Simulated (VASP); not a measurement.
Write the native input for VASP 6.6.1 that does the following.

| Quantity | Value |
| --- | --- |
| Task | relaxation of cell and atoms |
| Functional | PBEsol |
| Dispersion | D3(BJ) |
| Potentials or basis | VASP PAW PBE potentials, release 64 (W_sv, S) |
| Cutoff | 600 eV |
| k mesh | 12 × 12 × 2 |
| Occupations | gaussian, width 0.02 eV |
| Spin | no spin polarisation |
| Dipole correction | no |
| Further INCAR settings | ALGO = Normal; EDIFF = 1e-07; IBRION = 2; EDIFFG = -0.005; NSW = 100; ISIF = 3 |

The structure of WS2 lies in POSCAR:

```
WS2
1.0
    3.1835163552      0.0000000000      0.0000000000
   -1.5917581776      2.7570060369      0.0000000000
    0.0000000000      0.0000000000     16.9505778900
W S
1 2
Direct
    0.3333333300      0.6666666700      0.0000000000
    0.6666666700      0.3333333300      0.9079994900
    0.6666666700      0.3333333300      0.0920005100
```

The input as run:

INCAR

```
PREC = Accurate ; ENCUT = 600
EDIFF = 1E-7 ; ISMEAR = 0
SIGMA = 0.02 ; LREAL = F
LASPH = T ; NELM = 80
ALGO = Normal ; ISIF = 3
LWAVE = F ; LCHARG = F
GGA = PS ; IVDW = 12
IBRION = 2 ; NSW = 100
EDIFFG = -0.005
```

KPOINTS

```
regular mesh
0
Gamma
  12 12 2
```

Potentials or basis: VASP PAW PBE potentials, release 64 (W_sv, S).

Run with:

```sh
$ cat potpaw_PBE.64/W_sv/POTCAR potpaw_PBE.64/S/POTCAR > POTCAR
$ mpirun -np 1 vasp_std > vasp.out
```

It gave:

* Relaxed cell: a = 3.125 Å, b = 3.125 Å, c = 17.036 Å, α = 90.00°, β = 90.00°, γ = 120.00°
* Space group after relaxing (to 0.1 Å): P-6m2 (No. 187)
* Energy gained by relaxing: 11.9 meV/atom
* Ionic steps: 10
* Largest force after relaxing: 0.004 eV/Å
* Band gap on the k mesh: 1.99 eV (least direct gap 2.04 eV)
* Dispersion energy per atom: -0.253 eV

Caveat: the PAW data sets were made with another functional, which shifts forces and pressure a little; spin-orbit coupling is left out, which moves the levels of the heavy elements.

Run time: 12 min on 1 thread of AMD EPYC 7R13 Processor (Zen 3), on a shared host, peak memory 0.39 GiB.
